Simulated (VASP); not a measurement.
# AlRu in VASP: single point with PBEsol

Aim: the single point of AlRu with PBEsol.

Program: VASP 6.6.1. These are calculated values, not measurements. Logs are shortened: lines on timing, memory, paths and dates and some standing lists are left out, and cuts for length are marked.

## Step 1: The cell of the first run

The typed cell holds 2 atoms: a = 2.976 Å, b = 2.976 Å, c = 2.976 Å, α = 90.00°, β = 90.00°, γ = 90.00°.

## Step 2: Single point, PBEsol (atom 2 moved 1.20 Å)

The input, INCAR:

```
SYSTEM = AlRu
  PREC = Accurate
  ENCUT = 520
  EDIFF = 1E-7
  ISMEAR = 0
  SIGMA = 0.15
  LREAL = .False.
  LASPH = .True.
  NELM = 60
  ALGO = Fast
  ISIF = 2
  LWAVE = .False.
  LCHARG = .True.
  GGA = PS
  LELF = .True.
  LVHAR = .True.
  NBANDS = 16
```

The input, KPOINTS:

```
regular mesh
0
Gamma
  12 12 12
  0 0 0
```

The input, POSCAR:

```
AlRu
1.0
    2.9764078238      0.0000000000      0.0000000000
    0.0000000000      2.9764078238      0.0000000000
    0.0000000000      0.0000000000      2.9764078238
Al Ru
1 1
Direct
    0.0078470232      0.2014324746      0.0000830126
    0.4921529768      0.2985675254      0.4999169874
```

Potentials or basis: VASP PAW PBE potentials, release 64 (Al, Ru_pv).

Command:

```console
> cat potpaw_PBE.64/Al/POTCAR potpaw_PBE.64/Ru_pv/POTCAR > POTCAR
> mpirun -np 1 vasp_std > vasp.out
```

OUTCAR:

```text
SYSTEM = AlRu
   PREC = Accurate
   ENCUT = 520
   EDIFF = 1E-7
   ISMEAR = 0
   LREAL = .False.
   LASPH = .True.
   NELM = 60
   ISIF = 2
   GGA = PS

 ion  position               nearest neighbor table
   1  0.008  0.201  0.000-   2 2.09   2 2.09   2 2.16   2 2.16
   2  0.492  0.299  0.500-   1 2.09   1 2.09   1 2.16   1 2.16

  LATTYP: Found a simple cubic cell.
 ALAT       =     2.9764078238

  Lattice vectors:

 A1 = (   2.9764078238,   0.0000000000,   0.0000000000)
 A2 = (   0.0000000000,   2.9764078238,   0.0000000000)
 A3 = (   0.0000000000,   0.0000000000,   2.9764078238)

Analysis of symmetry for initial positions (statically):
=====================================================================
 Subroutine PRICEL returns:
 Original cell was already a primitive cell.

 Routine SETGRP: Setting up the symmetry group for a
 simple cubic supercell.

 Subroutine GETGRP returns: Found  1 space group operations
 (whereof  1 operations were pure point group operations)
 out of a pool of 48 trial point group operations.

The static configuration has the point symmetry C_1 .

Analysis of symmetry for dynamics (positions and initial velocities):
=====================================================================
 Subroutine PRICEL returns:
 Original cell was already a primitive cell.

 Routine SETGRP: Setting up the symmetry group for a
 simple cubic supercell.

 Subroutine GETGRP returns: Found  1 space group operations
 (whereof  1 operations were pure point group operations)
 out of a pool of 48 trial point group operations.

The dynamic configuration has the point symmetry C_1 .

 Subroutine INISYM returns: Found  1 space group operations
 (whereof  1 operations are pure point group operations),
 and found     1 'primitive' translations

----------------------------------------------------------------------------------------

                                     Primitive cell

  volume of cell :      26.3680

  direct lattice vectors                    reciprocal lattice vectors
     2.976407824  0.000000000  0.000000000     0.335975464  0.000000000  0.000000000
     0.000000000  2.976407824  0.000000000     0.000000000  0.335975464  0.000000000
     0.000000000  0.000000000  2.976407824     0.000000000  0.000000000  0.335975464

  length of vectors
     2.976407824  2.976407824  2.976407824     0.335975464  0.335975464  0.335975464

  position of ions in fractional coordinates (direct lattice)
     0.007847023  0.201432475  0.000083013
     0.492152977  0.298567525  0.499916987

  ion indices of the primitive-cell ions
[... 72 lines left out ...]
   LASPH  =      T    aspherical Exc in radial PAW
   ENCUT  =  520.0 eV  38.22 Ry    6.18 a.u.   5.53  5.53  5.53*2*pi/ulx,y,z
   NELM   =     60;   NELMIN=  2; NELMDL= -5     # of ELM steps
   EDIFF  = 0.1E-06   stopping-criterion for ELM
   LREAL  =      F    real-space projection
   EDIFFG = 0.1E-05   stopping-criterion for IOM
   NSW    =      0    number of steps for IOM
   IBRION =     -1    ionic relax: 0-MD 1-quasi-New 2-CG
   NFREE  =      0    steps in history (QN), initial steepest desc. (CG)
   ISIF   =      2    stress and relaxation
   ISYM   =      2    0-nonsym 1-usesym 2-fastsym
   POTIM  = 0.5000    time-step for ionic-motion
   TEBEG  =    0.0;   TEEND  =   0.0 temperature during run
   PSTRESS=    0.0 pullay stress
   NELECT =      17.0000    total number of electrons
   NUPDOWN=      -1.0000    fix difference up-down
   EMIN   =  10.00;   EMAX   =-10.00  energy-range for DOS
   EFERMI =   0.00;   METHOD = LEGACY
   ISMEAR =     0;   SIGMA  =   0.15  broadening in eV -4-tet -1-fermi 0-gaus
   EFERMI_NEDOS =   21; number of points for ismear=-14 and -15
   IALGO  =     68    algorithm
   IMIX   =      4    mixing-type and parameters
     AMIX     =   0.40;   BMIX     =  1.00
     AMIX_MAG =   1.60;   BMIX_MAG =  1.00
  volume/ion in A,a.u.               =      13.18        88.97
  Fermi-wavevector in a.u.,A,eV,Ry     =   1.414269  2.672581 27.213787  2.000157
  Thomas-Fermi vector in A             =   2.535829
   LORBIT       =      0    0 simple, 1 ext, 2 COOP (PROOUT), +10 PAW based schemes
   GGA     = PS    functional components
   LHFCALC =     F    Hartree Fock is set to
   AEXX    =    0.0000 exact exchange contribution
   IVDW    =     0    specifies the selected vdW correction
   LEPSILON=     F    determine dielectric tensor
   LRPA    =     F    only Hartree local field effects (RPA)
 non-spin polarized calculation
 RMM-DIIS sequential band-by-band and
 Gauss-broadening in eV      SIGMA  =   0.15
  energy-cutoff  :      520.00
  volume of cell :       26.37
 maximum number of plane-waves:       739
 NGX is ok and might be reduce to    24
   NGX = 11   NGY = 11   NGZ = 11

 number of electron      17.0000000 magnetization

 Free energy of the ion-electron system (eV)
  ---------------------------------------------------
  ext. energy  EPLUGINS =         0.00000000
  ---------------------------------------------------
  free energy    TOTEN  =       -11.36858804 eV

  energy without entropy =      -11.35261376  energy(sigma->0) =      -11.36060090

 E-fermi :  10.5240     XC(G=0): -12.5313

 val. band max:       10.5161877532   @ k =   0.0833  -0.0833   0.0833
 cond. band min:      10.5317716773   @ k =  -0.1667   0.0833   0.0833
 fundamental gap:      0.0155839241
 Fermi energy:        10.5240458438

 k-point     1 :       0.0000    0.0000    0.0000
  band No.  band energies     occupation
      1     -31.3447      2.00000
      2     -31.3426      2.00000
      3     -30.8413      2.00000
      4       1.1171      2.00000
      5       5.5266      2.00000
      6       7.0236      2.00000
[... 433 lines left out ...]
      3     -30.8385      2.00000
      4       1.4123      2.00000
      5       5.6916      2.00000
      6       7.1247      2.00000
[... 8 lines left out ...]
     15      24.7512      0.00000
     16      27.2458      0.00000

 [... further k-points ...]
[... 5 lines left out ...]
  --------------------------------------------------------------------------------------
  -------------------------------------------------------------------------------------
  Total       16.8519131     -0.6555781     17.0160822      0.5159255      0.0055064      0.0028749
  in kB     1023.9587985    -39.8343468   1033.9340695     31.3487504      0.3345830      0.1746877
  external PRESSURE =     672.6861737 kB  Pullay stress =       0.0000000 kB

 VOLUME and BASIS-vectors are now :
 -----------------------------------------------------------------------------
  energy-cutoff  :      520.00
  volume of cell :       26.37
      direct lattice vectors                 reciprocal lattice vectors
     2.976407824  0.000000000  0.000000000     0.335975464  0.000000000  0.000000000
     0.000000000  2.976407824  0.000000000     0.000000000  0.335975464  0.000000000
     0.000000000  0.000000000  2.976407824     0.000000000  0.000000000  0.335975464

 POSITION                                       TOTAL-FORCE (eV/Angst)
 -----------------------------------------------------------------------------------
      0.02336      0.59955      0.00025        -1.661195     -3.293984     -0.017747
      1.46485      0.88866      1.48796         1.661195      3.293984      0.017747
 -----------------------------------------------------------------------------------
    total drift:                               -0.000029      0.000160     -0.000005

  FREE ENERGIE OF THE ION-ELECTRON SYSTEM (eV)
  ---------------------------------------------------
  free  energy   TOTEN  =       -11.3685880417 eV

  energy  without entropy=      -11.3526137613  energy(sigma->0) =      -11.36060090
```

OSZICAR:

```text
N       E                     dE             d eps       ncg     rms          rms(c)
DAV:   1     0.125554584337E+03    0.12555E+03   -0.94326E+03 27792   0.101E+03
DAV:   2    -0.991566205932E+01   -0.13547E+03   -0.12870E+03 32440   0.301E+02
DAV:   3    -0.118820779542E+02   -0.19664E+01   -0.19608E+01 37536   0.386E+01
DAV:   4    -0.118963602646E+02   -0.14282E-01   -0.14267E-01 32880   0.345E+00
DAV:   5    -0.118965520576E+02   -0.19179E-03   -0.19174E-03 33560   0.391E-01    0.144E+01
RMM:   6    -0.114726079402E+02    0.42394E+00   -0.77792E-01 28451   0.695E+00    0.447E+00
RMM:   7    -0.113899522343E+02    0.82656E-01   -0.94332E-02 30742   0.231E+00    0.316E+00
RMM:   8    -0.113691370636E+02    0.20815E-01   -0.44884E-02 32061   0.160E+00    0.267E-01
RMM:   9    -0.113685733918E+02    0.56367E-03   -0.38388E-03 32847   0.540E-01    0.184E-01
RMM:  10    -0.113685713792E+02    0.20126E-05   -0.79453E-04 34809   0.257E-01    0.143E-01
RMM:  11    -0.113685835450E+02   -0.12166E-04   -0.14974E-04 34781   0.113E-01    0.112E-01
RMM:  12    -0.113685978668E+02   -0.14322E-04   -0.74220E-05 33616   0.777E-02    0.594E-02
RMM:  13    -0.113685873007E+02    0.10566E-04   -0.30889E-05 32035   0.481E-02    0.864E-03
RMM:  14    -0.113685879095E+02   -0.60879E-06   -0.58367E-06 33889   0.186E-02    0.126E-02
RMM:  15    -0.113685880172E+02   -0.10766E-06   -0.60516E-07 29329   0.577E-03    0.190E-02
RMM:  16    -0.113685880417E+02   -0.24492E-07   -0.22637E-07 23548   0.317E-03
   1 F= -.11368588E+02 E0= -.11360601E+02  d E =-.159743E-01
```

Wall time 3.7 min (1 thread of Intel Xeon Platinum 8259CL at 2.50GHz (Skylake/Cascade Lake), shared host); peak memory 0.45 GiB.

What came out:

* Free energy: -11.3686 eV
* Pressure: 67.3 GPa
* Largest force: 3.689 eV/Å

Forces on the atoms (eV/Å):
```
Al  -1.661 -3.294 -0.018
Ru   1.661  3.294  0.018
```

Levels at points of the mesh, in eV from the Fermi level:
```
           k point  band 6  band 7  band 8  band 9  band 10  band 11  band 12  band 13
(0.00, 0.00, 0.00)   -3.50   -1.61    0.22    0.23     6.58     6.79     6.82     9.98
(0.50, 0.00, 0.00)   -3.14   -2.79   -1.57    0.45     1.81     9.00    10.55    11.73
(0.00, 0.50, 0.00)   -3.98   -1.47   -1.23   -1.22     3.01     9.56     9.57    11.15
(0.00, 0.00, 0.50)   -3.14   -2.79   -1.58    0.45     1.80     8.99    10.52    11.74
(0.50, 0.50, 0.00)   -2.82   -1.06   -0.76    0.98     1.14     5.45     5.57    12.29
(0.00, 0.50, 0.50)   -2.81   -1.06   -0.75    0.99     1.14     5.47     5.55    12.29
(0.50, 0.00, 0.50)   -1.49   -1.48   -0.24   -0.23     1.04     4.41     4.90    11.22
(0.50, 0.50, 0.50)   -3.84    1.10    1.12    1.70     2.51     2.51     6.78    10.12
```

Caveat: the cell differs from its parent crystal (atom 2 moved 1.20 Å); the PAW data sets were made with another functional, which shifts forces and pressure a little.
